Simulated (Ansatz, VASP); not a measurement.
## Two plane-wave programs on Ni

Contents of INCAR:

```
SYSTEM = Ni
  AGGAC = 1.0
  AGGAX = 1.0
  ALDAC = 0.0
  ALDAX = 1.0
  ALGO = Normal
  EDIFF = 1E-6
  ENCUT = 520
  GGA = B5
  ISIF = 2
  ISMEAR = -1
  ISPIN = 2
  LASPH = .TRUE.
  LCHARG = .FALSE.
  LMAXMIX = 4
  LORBIT = 11
  LREAL = .FALSE.
  LWAVE = .FALSE.
  MAGMOM = 0.657
  NBANDS = 15
  NELM = 150
  PREC = Accurate
  SIGMA = 0.05
```

The input KPOINTS:

```
k-points
0
G
  25 25 25
  0 0 0
```

Contents of POSCAR:

```
Ni
1.0
    0.0000000000      1.8575434755      1.8575434755
    1.8575434755      0.0000000000      1.8575434755
    1.8575434755      1.8575434755      0.0000000000
Ni
1
Direct
    0.0000000000      0.0000000000      0.0000000000
```

Input for Ansatz:

```yaml
crystal:
  lattice:
    - [0.0, 1.8575434755, 1.8575434755]
    - [1.8575434755, 0.0, 1.8575434755]
    - [1.8575434755, 1.8575434755, 0.0]
  atoms:
    - { symbol: Ni, position: [0.0, 0.0, 0.0], spin: 0.657 }
hamiltonian:
  xc: blyp
  pseudopotentials:
    kind: paw
    azcp:
      Ni: "pseudopotentials/Ni.paw.azcp"
basis:
  ecutwfc: 420
  fft_grid_basis: typed
kpoints:
  mp_grid: { grid: [25, 25, 25], shift: [0, 0, 0] }
magnetization:
  spin_polarized: true
scf:
  occupations: { method: fermi_dirac, width: 0.05 }
output:
  stress: true
```

Alike in both runs: task single point; functional BLYP; k mesh 25 × 25 × 25; occupations fermi-dirac, width 0.05 eV; collinear spin.

```csv
,VASP,Ansatz
version,VASP 6.6.1,Ansatz 0.2.0
potentials or method,"VASP PAW PBE potentials, release 64 (Ni), cutoff 520 eV","plane waves (420 eV) with PAW, scalar-relativistic"
valence electrons in the cell,10,18
```

```tsv
	VASP	Ansatz	Ansatz less VASP
pressure (GPa)	-14.2	-14.4	-0.22
net moment per atom (μB)	0.64	0.66	+0.019
size of the moment on the site where the two differ most (μB)	0.66	0.70	+0.037
```

VASP's potentials were made for PBE, not for BLYP. Site moments also hang on the region over which each program counts them. The functional is the same, so the differences come from potentials, cutoffs and numerics. VASP's potentials hold 10 valence electrons a cell and Ansatz's 18, so a difference there can come from the potentials and not from the codes.
